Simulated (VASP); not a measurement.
Set up this calculation in VASP 6.6.1, as the native input.

```
Task                   : relaxation of cell and atoms
Functional             : PBE
Potentials or basis    : VASP PAW PBE potentials, release 64 (Al, Nb_sv, C)
Cutoff                 : 600 eV
k mesh                 : 18 × 18 × 4
Occupations            : gaussian, width 0.1 eV
Spin                   : no spin polarisation
Dipole correction      : no
Further INCAR settings : ALGO = Normal; EDIFF = 1e-06; IBRION = 2; EDIFFG = -0.01; NSW = 100; ISIF = 3
```

The structure of NbAl2C2 lies in POSCAR:

```
NbAl2C2
1.0
    2.6376989899      0.0000000000      0.0000000000
   -1.3188494949      2.2843143328      0.0000000000
    0.0000000000      0.0000000000     12.8588214926
Al Nb C
2 1 2
Direct
    0.6666666667      0.3333333333      0.8026769178
    0.6666666667      0.3333333333      0.1973230822
    0.0000000000      0.0000000000      0.0000000000
    0.0000000000      0.0000000000      0.5000000000
    0.3333333333      0.6666666667      0.5000000000
```

The input as run:

INCAR

```
SYSTEM = NbAl2C2
ALGO = Normal
EDIFF = 1E-6
EDIFFG = -0.01
ENCUT = 600
GGA = PE
IBRION = 2
ISIF = 3
ISMEAR = 0
LASPH = .True.
LCHARG = .False.
LREAL = .False.
LWAVE = .False.
NELM = 60
NSW = 100
PREC = Accurate
SIGMA = 0.1
```

KPOINTS

```
k-points
0
Gamma
  18 18 4
  0 0 0
```

Potentials or basis: VASP PAW PBE potentials, release 64 (Al, Nb_sv, C).

Run with:

```console
$ cat potpaw_PBE.64/Al/POTCAR potpaw_PBE.64/Nb_sv/POTCAR potpaw_PBE.64/C/POTCAR > POTCAR
$ mpirun -np 1 vasp_std > vasp.out
```

It gave:

```yaml
Relaxed_volume: 16.62 Å³/atom
Relaxed_cell: a = 2.638 Å, b = 2.638 Å, c = 13.791 Å, α = 90.00°, β = 90.00°, γ = 120.00°
Space_group_after_relaxing_to_0.05_Å: P-6m2 (No. 187)
Energy_gained_by_relaxing: 2.5 meV/atom
Ionic_steps: 24
Pressure_after_relaxing: 0.0 GPa
```

Run time: 44 min on 1 thread of Intel(R) Xeon(R) Platinum 8259CL CPU @ 2.50GHz (Skylake/Cascade Lake), with other jobs on the host, peak memory 0.4 GiB.
